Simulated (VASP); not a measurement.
# GaGe3 (Pm-3m) in VASP: a series of runs

Runs on GaGe3. Level: PBEsol. Tasks: single point.

All numbers are computed with VASP 6.6.1; they aren't measurements. Logs are shortened: lines on timing, memory, paths and dates and some standing lists are left out, and cuts for length are marked.

## (1) The cell of the first run

Symmetry: Pm-3m, No. 221, cubic system. Conventional cell: a = 4.104 Å, b = 4.104 Å, c = 4.104 Å, α = 90.00°, β = 90.00°, γ = 90.00°. Within 3.8 Å of Ge (site symmetry 4/mmm) lie 8 Ge at 2.90 Å and 4 Ga at 2.90 Å. Within 3.8 Å of Ga (site symmetry m-3m) lie 12 Ge at 2.90 Å.

## (2) Single point, PBEsol

File INCAR:

```
SYSTEM = GaGe3
PREC = Accurate
ENCUT = 520
EDIFF = 1E-6
ISMEAR = -1
SIGMA = 0.05
LREAL = .False.
LASPH = .True.
NELM = 100
ALGO = Normal
ISIF = 2
LWAVE = .False.
LCHARG = .True.
GGA = PS
LELF = .True.
LVHAR = .True.
NBANDS = 36
```

File KPOINTS:

```
regular mesh
0
Gamma
  6 6 6
  0 0 0
```

File POSCAR:

```
GaGe3
1.0
    4.1044720689      0.0000000000      0.0000000000
    0.0000000000      4.1044720689      0.0000000000
    0.0000000000      0.0000000000      4.1044720689
Ge Ga
3 1
Direct
    0.5000000000      0.5000000000      0.0000000000
    0.5000000000      0.0000000000      0.5000000000
    0.0000000000      0.5000000000      0.5000000000
    0.0000000000      0.0000000000      0.0000000000
```

Potentials or basis: VASP PAW PBE potentials, release 64 (Ge_d, Ga_d).

The run is started by

```console
$ cat potpaw_PBE.64/Ge_d/POTCAR potpaw_PBE.64/Ga_d/POTCAR > POTCAR
$ mpirun -np 1 vasp_std > vasp.out
```

OUTCAR:

```text
SYSTEM = GaGe3
   PREC = Accurate
   ENCUT = 520
   EDIFF = 1E-6
   ISMEAR = -1
   LREAL = .False.
   LASPH = .True.
   NELM = 100
   ISIF = 2
   GGA = PS

 ion  position               nearest neighbor table
   1  0.500  0.500  0.000-   2 2.90   3 2.90   4 2.90   2 2.90   3 2.90   2 2.90   4 2.90   2 2.90
                             3 2.90   4 2.90   3 2.90   4 2.90
   2  0.500  0.000  0.500-   1 2.90   3 2.90   4 2.90   1 2.90   4 2.90   1 2.90   3 2.90   1 2.90
                             3 2.90   4 2.90   4 2.90   3 2.90
   3  0.000  0.500  0.500-   1 2.90   2 2.90   4 2.90   1 2.90   4 2.90   2 2.90   4 2.90   4 2.90
                             1 2.90   2 2.90   1 2.90   2 2.90
   4  0.000  0.000  0.000-   1 2.90   2 2.90   3 2.90   2 2.90   3 2.90   1 2.90   3 2.90   3 2.90
                             1 2.90   2 2.90   2 2.90   1 2.90

  LATTYP: Found a simple cubic cell.
 ALAT       =     4.1044720689

  Lattice vectors:

 A1 = (   4.1044720689,   0.0000000000,   0.0000000000)
 A2 = (   0.0000000000,   4.1044720689,   0.0000000000)
 A3 = (   0.0000000000,   0.0000000000,   4.1044720689)

Analysis of symmetry for initial positions (statically):
=====================================================================
 Subroutine PRICEL returns:
 Original cell was already a primitive cell.

 Routine SETGRP: Setting up the symmetry group for a
 simple cubic supercell.

 Subroutine GETGRP returns: Found 48 space group operations
 (whereof 48 operations were pure point group operations)
 out of a pool of 48 trial point group operations.

The static configuration has the point symmetry O_h .

Analysis of symmetry for dynamics (positions and initial velocities):
=====================================================================
 Subroutine PRICEL returns:
 Original cell was already a primitive cell.

 Routine SETGRP: Setting up the symmetry group for a
 simple cubic supercell.

 Subroutine GETGRP returns: Found 48 space group operations
 (whereof 48 operations were pure point group operations)
 out of a pool of 48 trial point group operations.

The dynamic configuration has the point symmetry O_h .

 Subroutine INISYM returns: Found 48 space group operations
 (whereof 48 operations are pure point group operations),
 and found     1 'primitive' translations

----------------------------------------------------------------------------------------

                                     Primitive cell

  volume of cell :      69.1468

  direct lattice vectors                    reciprocal lattice vectors
     4.104472069  0.000000000  0.000000000     0.243636693  0.000000000  0.000000000
     0.000000000  4.104472069  0.000000000     0.000000000  0.243636693  0.000000000
     0.000000000  0.000000000  4.104472069     0.000000000  0.000000000  0.243636693

  length of vectors
     4.104472069  4.104472069  4.104472069     0.243636693  0.243636693  0.243636693

  position of ions in fractional coordinates (direct lattice)
     0.500000000  0.500000000  0.000000000
     0.500000000  0.000000000  0.500000000
     0.000000000  0.500000000  0.500000000
     0.000000000  0.000000000  0.000000000

  ion indices of the primitive-cell ions
   primitive index   ion index
                 1           1
                 2           2
                 3           3
                 4           4

----------------------------------------------------------------------------------------

 KPOINTS: regular mesh

Automatic generation of k-mesh.
 Grid dimensions read from file:
 generate k-points for:    6    6    6

 Generating k-lattice:

  Cartesian coordinates                     Fractional coordinates (reciprocal lattice)
     0.040606115  0.000000000  0.000000000     0.166666667  0.000000000  0.000000000
     0.000000000  0.040606115  0.000000000     0.000000000  0.166666667  0.000000000
     0.000000000  0.000000000  0.040606115     0.000000000  0.000000000  0.166666667

  Length of vectors
     0.040606115  0.040606115  0.040606115

  Shift w.r.t. Gamma in fractional coordinates (k-lattice)
     0.000000000  0.000000000  0.000000000

 Subroutine IBZKPT returns following result:
 ===========================================

 Found     20 irreducible k-points:

 Following reciprocal coordinates:
            Coordinates               Weight
  0.000000  0.000000  0.000000      1.000000
  0.166667  0.000000  0.000000      6.000000
  0.333333  0.000000  0.000000      6.000000
  0.500000  0.000000  0.000000      3.000000
  0.166667  0.166667  0.000000     12.000000
  0.333333  0.166667  0.000000     24.000000
[... 12 lines left out ...]
  0.500000  0.500000  0.333333      6.000000
  0.500000  0.500000  0.500000      1.000000
   k-points           NKPTS =     20   k-points in BZ     NKDIM =     20   number of bands    NBANDS=     36
   number of dos      NEDOS =    301   number of ions     NIONS =      4
   total plane-waves  NPLWV =  32768
   dimension x,y,z NGX =    32 NGY =   32 NGZ =   32
   dimension x,y,z NGXF=    64 NGYF=   64 NGZF=   64
   ions per type =               3   1
   NGX,Y,Z   is equivalent  to a cutoff of  12.96, 12.96, 12.96 a.u.
   NGXF,Y,Z  is equivalent  to a cutoff of  25.92, 25.92, 25.92 a.u.
 SYSTEM =  GaGe3
   PREC   = accura    normal or accurate (medium, high low for compatibility)
   ISTART =      0    job   : 0-new  1-cont  2-samecut
   ICHARG =      2    charge: 1-file 2-atom 10-const
   ISPIN  =      1    spin polarized calculation?
   LNONCOLLINEAR =      F non collinear calculations
   LSORBIT =      F    spin-orbit coupling
   LASPH  =      T    aspherical Exc in radial PAW
   ENCUT  =  520.0 eV  38.22 Ry    6.18 a.u.   7.63  7.63  7.63*2*pi/ulx,y,z
   NELM   =    100;   NELMIN=  2; NELMDL= -5     # of ELM steps
   EDIFF  = 0.1E-05   stopping-criterion for ELM
   LREAL  =      F    real-space projection
   EDIFFG = 0.1E-04   stopping-criterion for IOM
   NSW    =      0    number of steps for IOM
   IBRION =     -1    ionic relax: 0-MD 1-quasi-New 2-CG
   NFREE  =      0    steps in history (QN), initial steepest desc. (CG)
   ISIF   =      2    stress and relaxation
   ISYM   =      2    0-nonsym 1-usesym 2-fastsym
   POTIM  = 0.5000    time-step for ionic-motion
   TEBEG  =    0.0;   TEEND  =   0.0 temperature during run
   PSTRESS=    0.0 pullay stress
   NELECT =      55.0000    total number of electrons
   NUPDOWN=      -1.0000    fix difference up-down
   EMIN   =  10.00;   EMAX   =-10.00  energy-range for DOS
   EFERMI =   0.00;   METHOD = LEGACY
   ISMEAR =    -1;   SIGMA  =   0.05  broadening in eV -4-tet -1-fermi 0-gaus
   EFERMI_NEDOS =   21; number of points for ismear=-14 and -15
   IALGO  =     38    algorithm
   IMIX   =      4    mixing-type and parameters
     AMIX     =   0.40;   BMIX     =  1.00
     AMIX_MAG =   1.60;   BMIX_MAG =  1.00
  volume/ion in A,a.u.               =      17.29       116.66
  Fermi-wavevector in a.u.,A,eV,Ry     =   1.516835  2.866403 31.304139  2.300789
  Thomas-Fermi vector in A             =   2.626172
   LORBIT       =      0    0 simple, 1 ext, 2 COOP (PROOUT), +10 PAW based schemes
   GGA     = PS    functional components
   LHFCALC =     F    Hartree Fock is set to
   AEXX    =    0.0000 exact exchange contribution
   IVDW    =     0    specifies the selected vdW correction
   LEPSILON=     F    determine dielectric tensor
   LRPA    =     F    only Hartree local field effects (RPA)
 non-spin polarized calculation
  energy-cutoff  :      520.00
  volume of cell :       69.15
 maximum number of plane-waves:      1881
 NGX is ok and might be reduce to    32
   NGX = 15   NGY = 15   NGZ = 15

 number of electron      54.9999992 magnetization

 Free energy of the ion-electron system (eV)
  ---------------------------------------------------
  ext. energy  EPLUGINS =         0.00000000
  ---------------------------------------------------
  free energy    TOTEN  =       -17.18321741 eV

  energy without entropy =      -17.15755687  energy(sigma->0) =      -17.17038714

 E-fermi :   7.3594     XC(G=0): -11.8122

 val. band max:        7.3543023385   @ k =   0.3333   0.1667   0.1667
 cond. band min:       7.3995942604   @ k =   0.3333   0.1667   0.0000
 fundamental gap:      0.0452919219
 Fermi energy:         7.3593810964

 k-point     1 :       0.0000    0.0000    0.0000
  band No.  band energies     occupation
      1     -17.4510      2.00000
      2     -17.4510      2.00000
      3     -17.4510      2.00000
      4     -17.4385      2.00000
      5     -17.3901      2.00000
      6     -17.3901      2.00000
[... 28 lines left out ...]
     35      14.4872      0.00000
     36      14.5438      0.00000

 k-point     2 :       0.1667    0.0000    0.0000
  band No.  band energies     occupation
      1     -17.4491      2.00000
      2     -17.4394      2.00000
      3     -17.4394      2.00000
      4     -17.4305      2.00000
      5     -17.3889      2.00000
      6     -17.3832      2.00000
[... 28 lines left out ...]
     35      14.8581      0.00000
     36      16.0831      0.00000

 k-point     3 :       0.3333    0.0000    0.0000
  band No.  band energies     occupation
      1     -17.4450      2.00000
      2     -17.4109      2.00000
      3     -17.4077      2.00000
      4     -17.4077      2.00000
      5     -17.3858      2.00000
      6     -17.3656      2.00000
[... 28 lines left out ...]
     35      14.8824      0.00000
     36      15.3086      0.00000
[... 586 lines left out ...]
 k-point    19 :       0.5000    0.5000    0.3333
  band No.  band energies     occupation
      1     -17.4027      2.00000
      2     -17.4027      2.00000
      3     -17.4020      2.00000
      4     -17.4012      2.00000
      5     -17.3935      2.00000
      6     -17.3935      2.00000
[... 28 lines left out ...]
     35      16.2199      0.00000
     36      16.2199      0.00000

 k-point    20 :       0.5000    0.5000    0.5000
  band No.  band energies     occupation
      1     -17.4073      2.00000
      2     -17.4058      2.00000
      3     -17.4058      2.00000
      4     -17.4058      2.00000
      5     -17.3975      2.00000
      6     -17.3975      2.00000
[... 28 lines left out ...]
     35      16.7903      0.00000
     36      16.7903      0.00000

------------------------ aborting loop because EDIFF is reached ----------------------------------------

  FORCE on cell =-STRESS in cart. coord.  units (eV):
  Direction    XX          YY          ZZ          XY          YZ          ZX
  --------------------------------------------------------------------------------------
  -------------------------------------------------------------------------------------
  Total        2.1908369      2.1908369      2.1908369     -0.0000000     -0.0000000     -0.0000000
  in kB       50.7631675     50.7631675     50.7631675     -0.0000000     -0.0000000     -0.0000000
  external PRESSURE =      50.7631675 kB  Pullay stress =       0.0000000 kB

 VOLUME and BASIS-vectors are now :
 -----------------------------------------------------------------------------
  energy-cutoff  :      520.00
  volume of cell :       69.15
      direct lattice vectors                 reciprocal lattice vectors
     4.104472069  0.000000000  0.000000000     0.243636693  0.000000000  0.000000000
     0.000000000  4.104472069  0.000000000     0.000000000  0.243636693  0.000000000
     0.000000000  0.000000000  4.104472069     0.000000000  0.000000000  0.243636693

 POSITION                                       TOTAL-FORCE (eV/Angst)
 -----------------------------------------------------------------------------------
      2.05224      2.05224      0.00000         0.000000      0.000000      0.000000
      2.05224      0.00000      2.05224         0.000000      0.000000      0.000000
      0.00000      2.05224      2.05224         0.000000      0.000000      0.000000
      0.00000      0.00000      0.00000         0.000000      0.000000      0.000000
 -----------------------------------------------------------------------------------
    total drift:                                0.000000     -0.000000     -0.000000

  FREE ENERGIE OF THE ION-ELECTRON SYSTEM (eV)
  ---------------------------------------------------
  free  energy   TOTEN  =       -17.1832174073 eV

  energy  without entropy=      -17.1575568736  energy(sigma->0) =      -17.17038714
```

Run time: 24 s. Hardware: 1 thread of Intel Xeon Platinum 8375C at 2.90GHz (Ice Lake), shared host; peak memory 0.19 GiB.

Results:

```yaml
Free_energy: -17.1832 eV
Pressure: 5.1 GPa
Band_gap_on_the_k_mesh: zero (an odd number of electrons rules out a gap without spin polarisation)
```

Levels at points of the mesh, in eV from the Fermi level:
```tsv
k point	band 26	band 27	band 28	band 29	band 30	band 31
(0.00, 0.00, 0.00)	-4.39	-3.30	2.81	2.81	2.81	3.77
(0.50, 0.00, 0.00)	-2.29	-1.68	-1.68	-0.28	-0.07	5.15
(0.50, 0.50, 0.00)	-0.12	-0.06	-0.06	0.11	0.11	0.92
(0.50, 0.50, 0.50)	-5.66	-5.66	-5.52	7.48	7.48	7.55
```

Caveat: the cell stands under pressure; the PAW data sets were made with another functional, which shifts forces and pressure a little.

## (3) Single point, PBEsol

This run uses another cell than the first one, of 17.94 Å³/atom.

File INCAR:

```
PREC = Accurate
ENCUT = 520
EDIFF = 1E-7
ISMEAR = -1
SIGMA = 0.05
LREAL = F
LASPH = T
NELM = 60
ALGO = Normal
ISIF = 2
LWAVE = F
LCHARG = T
GGA = PS
LELF = T
LVHAR = T
NBANDS = 36
```

File KPOINTS:

```
Automatic mesh
0
Gamma
  6 6 6
```

File POSCAR:

```
GaGe3
1.0
    4.1556718642      0.0000000000      0.0000000000
    0.0000000000      4.1556718642      0.0000000000
    0.0000000000      0.0000000000      4.1556718642
Ge Ga
3 1
Direct
    0.5000000000      0.5000000000      0.0000000000
    0.5000000000      0.0000000000      0.5000000000
    0.0000000000      0.5000000000      0.5000000000
    0.0000000000      0.0000000000      0.0000000000
```

Potentials or basis: VASP PAW PBE potentials, release 64 (Ge_d, Ga_d).

The run is started by

```console
$ cat potpaw_PBE.64/Ge_d/POTCAR potpaw_PBE.64/Ga_d/POTCAR > POTCAR
$ mpirun -np 1 vasp_std > vasp.out
```

Wall time 24 s (1 thread of Intel Xeon Platinum 8375C at 2.90GHz (Ice Lake), shared host); peak memory 0.19 GiB.

It converged, with:

```
Free energy            : -17.2417 eV
Pressure               : 2.0 GPa
Band gap on the k mesh : zero (an odd number of electrons rules out a gap without spin polarisation)
```

Levels at points of the mesh, in eV from the Fermi level:
```csv
k point,band 26,band 27,band 28,band 29,band 30,band 31
"(0.00, 0.00, 0.00)",-4.21,-3.32,2.74,2.74,2.74,3.69
"(0.50, 0.00, 0.00)",-2.18,-1.58,-1.58,-0.21,0.01,4.99
"(0.50, 0.50, 0.00)",-0.11,-0.11,-0.08,0.14,0.14,0.83
"(0.50, 0.50, 0.50)",-5.43,-5.43,-5.43,7.20,7.20,7.27
```

Caveat: the PAW data sets were made with another functional, which shifts forces and pressure a little.

(Continued in part 2 of 2.)
